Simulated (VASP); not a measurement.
# Se (Pm-3m) in VASP: further runs

Se is run at these levels: PBEsol; tasks: single point.

All numbers are computed with VASP 6.6.1; they aren't measurements. Logs are shortened: lines on timing, memory, paths and dates and some standing lists are left out, and cuts for length are marked.

### Step 1. The cell of the first run

The structure is cubic, space group Pm-3m (No. 221). The conventional cell has a = 2.734 Å, b = 2.734 Å, c = 2.734 Å, α = 90.00°, β = 90.00°, γ = 90.00°. Se (site symmetry m-3m) has 6 Se at 2.73 Å within 3.6 Å.

This isn't the form of Se at room conditions, which is trigonal, of chains.

### Step 2. Single point, PBEsol

Contents of INCAR:

```
  PREC = Accurate
  ENCUT = 520
  EDIFF = 1E-7
  ISMEAR = 0
  SIGMA = 0.02
  LREAL = False
  LASPH = True
  NELM = 60
  ALGO = Normal
  ISIF = 2
  LWAVE = False
  LCHARG = False
  GGA = PS
  NBANDS = 9
```

Contents of KPOINTS:

```
regular mesh
0
Gamma
  10 10 10
```

Contents of POSCAR:

```
Se
1.0
    2.7335221886      0.0000000000      0.0000000000
    0.0000000000      2.7335221886      0.0000000000
    0.0000000000      0.0000000000      2.7335221886
Se
1
Direct
    0.0000000000      0.0000000000      0.0000000000
```

Potentials or basis: VASP PAW PBE potentials, release 64 (Se).

Command:

```
cat potpaw_PBE.64/Se/POTCAR > POTCAR
mpirun -np 1 vasp_std > vasp.out
```

OUTCAR:

```text
PREC = Accurate
   ENCUT = 520
   EDIFF = 1E-7
   ISMEAR = 0
   LREAL = False
   LASPH = True
   NELM = 60
   ISIF = 2
   GGA = PS

 ion  position               nearest neighbor table
   1  0.000  0.000  0.000-

  LATTYP: Found a simple cubic cell.
 ALAT       =     2.7335221886

  Lattice vectors:

 A1 = (   2.7335221886,   0.0000000000,   0.0000000000)
 A2 = (   0.0000000000,   2.7335221886,   0.0000000000)
 A3 = (   0.0000000000,   0.0000000000,   2.7335221886)

Analysis of symmetry for initial positions (statically):
=====================================================================
 Subroutine PRICEL returns:
 Original cell was already a primitive cell.

 Routine SETGRP: Setting up the symmetry group for a
 simple cubic supercell.

 Subroutine GETGRP returns: Found 48 space group operations
 (whereof 48 operations were pure point group operations)
 out of a pool of 48 trial point group operations.

The static configuration has the point symmetry O_h .

Analysis of symmetry for dynamics (positions and initial velocities):
=====================================================================
 Subroutine PRICEL returns:
 Original cell was already a primitive cell.

 Routine SETGRP: Setting up the symmetry group for a
 simple cubic supercell.

 Subroutine GETGRP returns: Found 48 space group operations
 (whereof 48 operations were pure point group operations)
 out of a pool of 48 trial point group operations.

The dynamic configuration has the point symmetry O_h .

 Subroutine INISYM returns: Found 48 space group operations
 (whereof 48 operations are pure point group operations),
 and found     1 'primitive' translations

----------------------------------------------------------------------------------------

                                     Primitive cell

  volume of cell :      20.4253

  direct lattice vectors                    reciprocal lattice vectors
     2.733522189  0.000000000  0.000000000     0.365828382  0.000000000  0.000000000
     0.000000000  2.733522189  0.000000000     0.000000000  0.365828382  0.000000000
     0.000000000  0.000000000  2.733522189     0.000000000  0.000000000  0.365828382

  length of vectors
     2.733522189  2.733522189  2.733522189     0.365828382  0.365828382  0.365828382

  position of ions in fractional coordinates (direct lattice)
     0.000000000  0.000000000  0.000000000

  ion indices of the primitive-cell ions
   primitive index   ion index
                 1           1

[... 74 lines left out ...]
   NSW    =      0    number of steps for IOM
   IBRION =     -1    ionic relax: 0-MD 1-quasi-New 2-CG
   NFREE  =      0    steps in history (QN), initial steepest desc. (CG)
   ISIF   =      2    stress and relaxation
   ISYM   =      2    0-nonsym 1-usesym 2-fastsym
   POTIM  = 0.5000    time-step for ionic-motion
   TEBEG  =    0.0;   TEEND  =   0.0 temperature during run
   PSTRESS=    0.0 pullay stress
   NELECT =       6.0000    total number of electrons
   NUPDOWN=      -1.0000    fix difference up-down
   EMIN   =  10.00;   EMAX   =-10.00  energy-range for DOS
   EFERMI =   0.00;   METHOD = LEGACY
   ISMEAR =     0;   SIGMA  =   0.02  broadening in eV -4-tet -1-fermi 0-gaus
   EFERMI_NEDOS =   21; number of points for ismear=-14 and -15
   IALGO  =     38    algorithm
   IMIX   =      4    mixing-type and parameters
     AMIX     =   0.40;   BMIX     =  1.00
     AMIX_MAG =   1.60;   BMIX_MAG =  1.00
  volume/ion in A,a.u.               =      20.43       137.84
  Fermi-wavevector in a.u.,A,eV,Ry     =   1.088268  2.056529 16.113759  1.184328
  Thomas-Fermi vector in A             =   2.224446
   LORBIT       =      0    0 simple, 1 ext, 2 COOP (PROOUT), +10 PAW based schemes
   GGA     = PS    functional components
   LHFCALC =     F    Hartree Fock is set to
   AEXX    =    0.0000 exact exchange contribution
   IVDW    =     0    specifies the selected vdW correction
   LEPSILON=     F    determine dielectric tensor
   LRPA    =     F    only Hartree local field effects (RPA)
 non-spin polarized calculation
 Gauss-broadening in eV      SIGMA  =   0.02
  energy-cutoff  :      520.00
  volume of cell :       20.43
 maximum number of plane-waves:       560
   NGX = 11   NGY = 11   NGZ = 11

 number of electron       6.0000002 magnetization

 Free energy of the ion-electron system (eV)
  ---------------------------------------------------
  ext. energy  EPLUGINS =         0.00000000
  ---------------------------------------------------
  free energy    TOTEN  =        -3.73811414 eV

  energy without entropy =       -3.73775776  energy(sigma->0) =       -3.73793595

 E-fermi :   5.9820     XC(G=0): -10.5321

 val. band max:        5.9768637113   @ k =   0.5000   0.2000   0.2000
 cond. band min:       5.9941361333   @ k =   0.1000   0.1000   0.1000
 fundamental gap:      0.0172724220
 Fermi energy:         5.9819569459

 k-point     1 :       0.0000    0.0000    0.0000
  band No.  band energies     occupation
      1     -11.1529      2.00000
      2       7.4025      0.00000
      3       7.4025      0.00000
      4       7.4025      0.00000
      5      13.4034      0.00000
      6      13.4034      0.00000
      7      14.0826      0.00000
      8      29.1113      0.00000
      9      29.1113      0.00000
[... 265 lines left out ...]
 k-point    24 :       0.3000    0.1000    0.1000
  band No.  band energies     occupation
      1      -9.4972      2.00000
      2       0.8528      2.00000
      3       6.9269      0.00000
      4       7.1272      0.00000
      5      16.4821      0.00000
      6      16.7900      0.00000
      7      19.4880      0.00000
      8      19.6126      0.00000
      9      24.0943      0.00000

 [... further k-points ...]

------------------------ aborting loop because EDIFF is reached ----------------------------------------

  FORCE on cell =-STRESS in cart. coord.  units (eV):
  Direction    XX          YY          ZZ          XY          YZ          ZX
  --------------------------------------------------------------------------------------
  -------------------------------------------------------------------------------------
  Total        0.6848880      0.6848880      0.6848880     -0.0000000     -0.0000000      0.0000000
  in kB       53.7232539     53.7232539     53.7232539     -0.0000000     -0.0000000      0.0000000
  external PRESSURE =      53.7232539 kB  Pullay stress =       0.0000000 kB

 VOLUME and BASIS-vectors are now :
 -----------------------------------------------------------------------------
  energy-cutoff  :      520.00
  volume of cell :       20.43
      direct lattice vectors                 reciprocal lattice vectors
     2.733522189  0.000000000  0.000000000     0.365828382  0.000000000  0.000000000
     0.000000000  2.733522189  0.000000000     0.000000000  0.365828382  0.000000000
     0.000000000  0.000000000  2.733522189     0.000000000  0.000000000  0.365828382

 POSITION                                       TOTAL-FORCE (eV/Angst)
 -----------------------------------------------------------------------------------
      0.00000      0.00000      0.00000         0.000000      0.000000      0.000000
 -----------------------------------------------------------------------------------
    total drift:                               -0.000000     -0.000000      0.000000

  FREE ENERGIE OF THE ION-ELECTRON SYSTEM (eV)
  ---------------------------------------------------
  free  energy   TOTEN  =        -3.7381141403 eV

  energy  without entropy=       -3.7377577626  energy(sigma->0) =       -3.73793595
```

Run time: 7.9 s. Hardware: 1 thread of Intel Xeon 8259CL, shared host; peak memory 0.13 GiB.

What came out:

* Free energy: -3.7381 eV
* Pressure: 5.4 GPa
* Band gap on the k mesh: zero (bands 3 and 4 overlap by 6.98 eV)

Levels at points of the mesh, in eV from the Fermi level:
```tsv
k point	band 1	band 2	band 3	band 4	band 5	band 6	band 7
(0.00, 0.00, 0.00)	-17.13	1.42	1.42	1.42	7.42	7.42	8.10
(0.50, 0.00, 0.00)	-14.67	-8.06	3.12	3.12	9.82	12.13	12.61
(0.50, 0.50, 0.00)	-12.19	-5.83	-5.83	2.04	4.67	13.96	16.05
(0.50, 0.50, 0.50)	-9.61	-3.86	-3.86	-3.86	5.24	5.24	5.24
```

Caveat: the cell stands under pressure; the PAW data sets were made with another functional, which shifts forces and pressure a little.

### Step 3. Single point, PBEsol

This run uses another cell than the first one, of 21.31 Å³/atom.

Contents of INCAR:

```
SYSTEM = Se
PREC = Accurate ; ENCUT = 520
EDIFF = 1E-6 ; ISMEAR = 0
SIGMA = 0.02 ; LREAL = .False.
LASPH = .True. ; NELM = 80
ALGO = Normal ; ISIF = 2
LWAVE = .False. ; LCHARG = .False.
GGA = PS ; NBANDS = 9
```

Contents of KPOINTS:

```
Automatic mesh
0
Gamma
  10 10 10
  0 0 0
```

Contents of POSCAR:

```
Se
1.0
    2.7725777822      0.0000000000      0.0000000000
    0.0000000000      2.7725777822      0.0000000000
    0.0000000000      0.0000000000      2.7725777822
Se
1
Direct
    0.0000000000      0.0000000000      0.0000000000
```

Potentials or basis: VASP PAW PBE potentials, release 64 (Se).

Command:

```
cat potpaw_PBE.64/Se/POTCAR > POTCAR
mpirun -np 1 vasp_std > vasp.out
```

Wall time 10 s (1 thread of Intel Xeon 8259CL, shared host); peak memory 0.14 GiB.

The run converged. Its results:

| Item | Value |
| --- | --- |
| Free energy | -3.7567 eV |
| Pressure | 1.4 GPa |
| Band gap on the k mesh | zero (bands 3 and 4 overlap by 6.61 eV) |

Levels at points of the mesh, in eV from the Fermi level:
```
           k point  band 1  band 2  band 3  band 4  band 5  band 6  band 7  band 8
(0.00, 0.00, 0.00)  -16.71    1.36    1.36    1.36    7.51    7.51    7.86   22.69
(0.50, 0.00, 0.00)  -14.41   -7.64    2.94    2.94    9.82   11.78   12.45   13.51
(0.50, 0.50, 0.00)  -12.12   -5.53   -5.53    2.33    4.37   13.66   15.87   15.87
(0.50, 0.50, 0.50)   -9.75   -3.67   -3.67   -3.67    5.42    5.42    5.42    9.45
```

Caveat: the PAW data sets were made with another functional, which shifts forces and pressure a little.

### Step 4. Single point, PBEsol

This run uses another cell than the first one, of 22.20 Å³/atom.

Contents of INCAR:

```
SYSTEM = Se
PREC     = Accurate       ! precision mode
ENCUT    = 520            ! plane-wave cutoff, eV
EDIFF    = 1E-7           ! SCF threshold, eV
ISMEAR   = 0              ! smearing method
SIGMA    = 0.02           ! smearing width, eV
LREAL    = .False.        ! projectors in reciprocal space
LASPH    = .True.         ! aspherical terms in the spheres
NELM     = 60             ! most SCF steps
ALGO     = Normal         ! electronic algorithm
ISIF     = 2              ! what is computed and relaxed
LWAVE    = .False.        ! write WAVECAR
LCHARG   = .True.         ! write CHGCAR
GGA      = PS             ! functional
LELF     = .True.         ! ELF
LVHAR    = .True.       
NBANDS   = 9              ! bands
```

KPOINTS is that of step 3.

Contents of POSCAR:

```
Se
1.0
    2.8105630200      0.0000000000      0.0000000000
    0.0000000000      2.8105630200      0.0000000000
    0.0000000000      0.0000000000      2.8105630200
Se
1
Direct
    0.0000000000      0.0000000000      0.0000000000
```

Command:

```
cat potpaw_PBE.64/Se/POTCAR > POTCAR
mpirun -np 1 vasp_std > vasp.out
```

Wall time 9.3 s (1 thread of Intel Xeon 8259CL, shared host); peak memory 0.14 GiB.

Results (log left out):

```
Free energy            : -3.7550 eV
Pressure               : -1.9 GPa
Band gap on the k mesh : zero (bands 3 and 4 overlap by 6.27 eV)
```

Levels at points of the mesh, in eV from the Fermi level:
| k point | band 1 | band 2 | band 3 | band 4 | band 5 | band 6 |
| --- | --- | --- | --- | --- | --- | --- |
| (0.00, 0.00, 0.00) | -16.31 | 1.32 | 1.32 | 1.32 | 7.60 | 7.60 |
| (0.50, 0.00, 0.00) | -14.17 | -7.24 | 2.78 | 2.78 | 9.83 | 11.47 |
| (0.50, 0.50, 0.00) | -12.04 | -5.25 | -5.25 | 2.60 | 4.11 | 13.39 |
| (0.50, 0.50, 0.50) | -9.87 | -3.49 | -3.49 | -3.49 | 5.60 | 5.60 |

Caveat: the PAW data sets were made with another functional, which shifts forces and pressure a little.

(Continued in part 2 of 2.)
